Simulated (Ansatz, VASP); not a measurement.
Sb in VASP and in Ansatz

```
Sb
1.0
     3.14943    0.00000    0.00000
     0.00000    3.14943    0.00000
     0.00000    0.00000    3.14943
Sb
1
Direct
  0.00000 0.00000 0.00000
```

Change from the starting cell: volume scaled by 0.99, crystal datasets.

Alike in both runs: task electric field gradients; functional PBEsol; k mesh 12 × 12 × 12; occupations fermi-dirac, width 0.08 eV; no spin polarisation.

|  | VASP | Ansatz |
| --- | --- | --- |
| version | VASP 6.6.1 | Ansatz 0.2.0 |
| potentials or method | VASP PAW PBE potentials, release 64 (Sb), cutoff 520 eV | all-electron PAW with datasets made for the crystal, scalar-relativistic |

```csv
,VASP,Ansatz,Ansatz less VASP
pressure (GPa),-4.2,-4.2,-0.03
```

VASP's potentials were made for PBE, not for PBEsol. Ansatz ran all-electron here, and VASP with PAW potentials.

Spin-orbit coupling is off throughout.
